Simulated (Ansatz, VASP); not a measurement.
**HfIn4SiO6: VASP beside Ansatz**

```
Hf In Si O
1.0
     2.71585   -4.70357    0.00833
     2.71585    4.70357    0.00833
    -1.87915    0.00000    7.40127
Hf In Si O
1 4 1 6
Direct
  0.78835 0.21165 0.00000
  0.62175 0.37825 0.50000
  0.45502 0.54498 0.00000
  0.28407 0.71593 0.50000
  0.95814 0.04186 0.50000
  0.12168 0.87832 0.00000
  0.06219 0.11415 0.86666
  0.88585 0.93781 0.13334
  0.79490 0.53784 0.86663
  0.46216 0.20510 0.13337
  0.15352 0.62879 0.13333
  0.37121 0.84648 0.86667
```

Alike in both runs: task electric field gradients; functional PBE; k mesh 6 × 6 × 4; occupations fermi-dirac, width 0.05 eV; no spin polarisation.

|  | VASP | Ansatz |
| --- | --- | --- |
| version | VASP 6.6.1 | Ansatz 0.2.0 |
| potentials or method | VASP PAW PBE potentials, release 64 (Hf_pv, In_d, Si, O) | Ansatz PAW |
| plane-wave cutoff (eV) | 520 | 420 |
| valence electrons in the cell | 102 | 118 |

Ansatz gave:

| Property | Result |
| --- | --- |
| gap on the k mesh at the Fermi level (eV) | none |
| pressure (GPa) | 0.0 |
| traceless stress, the component that is largest in VASP (GPa) | 0.11 |
| rms of the force components (eV/Å) | 0.005 |
| size of Vzz on the site where it differs most (V/Å²) | 299.1 |

Task: Which values does VASP return?

Result: gap on the k mesh at the Fermi level (eV): none; pressure (GPa): -0.4; traceless stress, the component that is largest in VASP (GPa): 0.07; rms of the force components (eV/Å): 0.052; size of Vzz on the site where it differs most (V/Å²): 259.7.

Atom by atom the forces differ by 0.055 eV/Å (rms over components). A gap of «none» marks a metal or a gap that the smearing closes. The functional is the same, so the differences come from potentials, cutoffs and numerics. VASP's potentials hold 102 valence electrons a cell and Ansatz's 118, so a difference there can come from the potentials and not from the codes.

Neither program's run includes spin-orbit coupling.
